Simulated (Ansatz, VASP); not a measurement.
Al in VASP and in Ansatz

```
Al
1.0
    -1.63100    1.63100    1.67078
     1.63100   -1.63100    1.67078
     1.63100    1.63100   -1.67078
Al
1
Direct
  0.00000 0.00000 0.00000
```

Change from the starting cell: strain +0.025 along x and y, +0.050 along z, atoms carried along.

Alike in both runs: task single point; functional r2SCAN; k mesh 20 × 20 × 20; occupations gaussian, width 0.15 eV; no spin polarisation.

```csv
,VASP,Ansatz
version,VASP 6.6.1,Ansatz 0.2.0
potentials or method,"VASP PAW PBE potentials, release 64 (Al), cutoff 520 eV","scalar-relativistic, plane waves, PAW"
valence electrons in the cell,3,3
```

|  | VASP | Ansatz | Ansatz less VASP |
| --- | --- | --- | --- |
| gap on the k mesh at the Fermi level (eV) | none | none | - |
| pressure (GPa) | -6.5 | -6.2 | +0.23 |
| traceless stress, the component that is largest in VASP (GPa) | 0.63 | 0.63 | 0.000 |

VASP's potentials were made for PBE, not for r2SCAN. A gap of «none» marks a metal or a gap that the smearing closes. The functional is the same, so the differences come from potentials, cutoffs and numerics.
